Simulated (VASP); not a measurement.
Input of a VASP 6.6.1 run:

INCAR

```
PREC = Accurate
ENCUT = 500
EDIFF = 1E-6
ISMEAR = 0
SIGMA = 0.15
LREAL = False
LASPH = True
NELM = 200
ALGO = Normal
ISIF = 2
LWAVE = False
LCHARG = True
GGA = PE
LELF = True
LVHAR = True
NBANDS = 28
GGA_COMPAT = False
LMAXMIX = 6
```

Contents of KPOINTS:

```
regular mesh
0
Gamma
  2 2 3
```

File POSCAR:

```
PrYSe3
1.0
    3.0771387668     -5.7778663912     -0.0718182148
    3.0771387668      5.7778663912     -0.0718182148
   -1.3612828749      0.0000000000      5.2157849801
Pr Y Se
1 1 3
Direct
    0.0000000000      0.0000000000      0.0000000000
    0.5000000000      0.5000000000      0.5000000000
    0.5000000000      0.5000000000      0.0000000000
    0.2454470027      0.7545529973      0.0000000000
    0.7545529973      0.2454470027      0.0000000000
```

Potentials or basis: VASP PAW PBE potentials, release 64 (Pr_3, Y_sv, Se), 4f in core.

Run with:

```sh
$ cat potpaw_PBE.64/Pr_3/POTCAR potpaw_PBE.64/Y_sv/POTCAR potpaw_PBE.64/Se/POTCAR > POTCAR
$ mpirun -np 1 vasp_std > vasp.out
```

Question: Predict the largest force.

Answer: 0.012 eV/Å.

Question: What does it give for the pressure?

Answer: 0.1 GPa.

Question: Estimate the band gap on the k mesh.

Answer: Zero (bands 20 and 21 overlap by 0.82 eV).

Stress tensor (GPa, compression positive):
```
 0.08  0.00 -0.04
 0.00 -0.03  0.00
-0.04  0.00  0.16
```

Caveat: the k points lie up to 0.60 Å⁻¹ apart, too coarse for converged energies and pressures of a metal; spin-orbit coupling is left out, which moves the levels of the heavy elements; the 4f electrons are frozen in the core, so they carry no moment and show no levels; the run has no spin polarisation, though such a crystal can be magnetic. Spin polarisation is off, so any magnetic state and its effect on volume and gap are missing.
